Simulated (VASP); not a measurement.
W16Cl: single point with PBE

W16Cl, a slab with vacuum:

```
CELL_PARAMETERS angstrom
6.36740 0.00000 0.00000
0.00000 6.36740 0.00000
0.00000 0.00000 20.14258
ATOMIC_POSITIONS crystal
W 0.25000 0.25000 0.19858
W 0.25000 0.75000 0.19858
W 0.75000 0.25000 0.19858
W 0.75000 0.75000 0.19858
W 0.00000 0.00000 0.27761
W 0.00000 0.50000 0.27761
W 0.50000 0.00000 0.27761
W 0.50000 0.50000 0.27761
W 0.25000 0.25000 0.35995
W 0.25000 0.75000 0.35995
W 0.75000 0.25000 0.35995
W 0.75000 0.75000 0.35995
W 0.00000 0.00000 0.42907
W 0.00000 0.50000 0.42907
W 0.50000 0.00000 0.42907
W 0.50000 0.50000 0.42907
Cl 0.25000 0.25000 0.51657
```

* Program: VASP 6.6.1
* Task: single point
* Functional: PBE
* Potentials or basis: VASP PAW PBE potentials, release 64 (W_sv, Cl)
* Cutoff: 520 eV
* k mesh: 4 × 4 × 1
* Occupations: gaussian, width 0.1 eV
* Spin: no spin polarisation

```json
{
 "Largest force": "2.121 eV/Å",
 "Band gap on the k mesh": "zero (an odd number of electrons rules out a gap without spin polarisation)"
}
```

Forces in eV/Å, atoms in the order of the input:
```
W    0.000  0.000  2.121
W    0.000  0.000  1.950
W    0.000  0.000  1.950
W    0.000  0.000  2.032
W   -0.058 -0.058 -1.990
W   -0.058  0.058 -1.990
W    0.058 -0.058 -1.990
W    0.058  0.058 -1.990
W    0.000  0.000 -1.122
W    0.000  0.000 -0.238
W    0.000  0.000 -0.238
W    0.000  0.000 -0.293
W    0.464  0.464  0.449
W    0.464 -0.464  0.449
W   -0.464  0.464  0.449
W   -0.464 -0.464  0.449
Cl   0.000  0.000  0.001
```

Levels at points of the mesh, in eV from the Fermi level:
```csv
k point,band 114,band 115,band 116,band 117,band 118,band 119
"(0.00, 0.00, 0.00)",-0.15,-0.08,0.39,0.39,0.84,0.84
"(0.50, 0.00, 0.00)",-0.11,-0.11,-0.07,-0.04,0.02,0.77
"(0.50, 0.50, 0.00)",-0.12,-0.05,-0.05,-0.01,0.00,0.07
```

Wall time 52 min on 1 thread of Intel Xeon 8259CL, with other jobs on the host, peak memory 0.92 GiB.

Caveat: spin-orbit coupling is left out, which moves the levels of the heavy elements; an odd number of electrons without spin polarisation forces a metal; a magnetic or distorted state may lie lower.
